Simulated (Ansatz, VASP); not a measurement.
**Br: VASP beside Ansatz**

File INCAR:

```
  ALGO = Normal
  EDIFF = 1E-7
  ENCUT = 520
  ISIF = 2
  ISMEAR = -1
  LASPH = True
  LCHARG = False
  LREAL = False
  LWAVE = False
  NBANDS = 14
  NELM = 100
  PREC = Accurate
  SIGMA = 0.08
```

File KPOINTS:

```
k-points
0
Gamma
  11 11 11
```

The input POSCAR:

```
Br
1.0
    0.0000000000      3.3069237090      3.3069237090
    3.3069237090      0.0000000000      3.3069237090
    3.3069237090      3.3069237090      0.0000000000
Br
2
Direct
   -0.1250000000     -0.1250000000     -0.1250000000
    0.1250000000      0.1250000000      0.1250000000
```

Input for Ansatz:

```yaml
crystal:
  lattice:
    - [0.0, 3.306923709, 3.306923709]
    - [3.306923709, 0.0, 3.306923709]
    - [3.306923709, 3.306923709, 0.0]
  atoms:
    - { symbol: Br, position: [-0.125, -0.125, -0.125] }
    - { symbol: Br, position: [0.125, 0.125, 0.125] }
kpoints:
  mp_grid: { grid: [11, 11, 11] }
scf:
  occupations: { method: fermi_dirac, width: 0.08 }
hamiltonian:
  xc: lda
  pseudopotentials: { kind: all_electron, lapw: { basis_error: 0.001 } }
output:
  forces: true
  stress: true
  eigenvalues: true
  populations: true
```

Change from the starting cell: volume scaled by 0.95, LAPW.

Alike in both runs: task single point; functional LDA; k mesh 11 × 11 × 11; occupations fermi-dirac, width 0.08 eV; no spin polarisation.

|  | VASP | Ansatz |
| --- | --- | --- |
| version | VASP 6.6.1 | Ansatz 0.2.0 |
| potentials or method | VASP PAW LDA potentials, release 64 (Br), cutoff 520 eV | all-electron LAPW, scalar-relativistic |

```csv
,VASP,Ansatz,Ansatz less VASP
pressure (GPa),1.3,1.3,-0.04
```

LDA's correlation is that of Perdew and Zunger in VASP and of Perdew and Wang (1992) in Ansatz. Ansatz ran all-electron here, and VASP with PAW potentials.
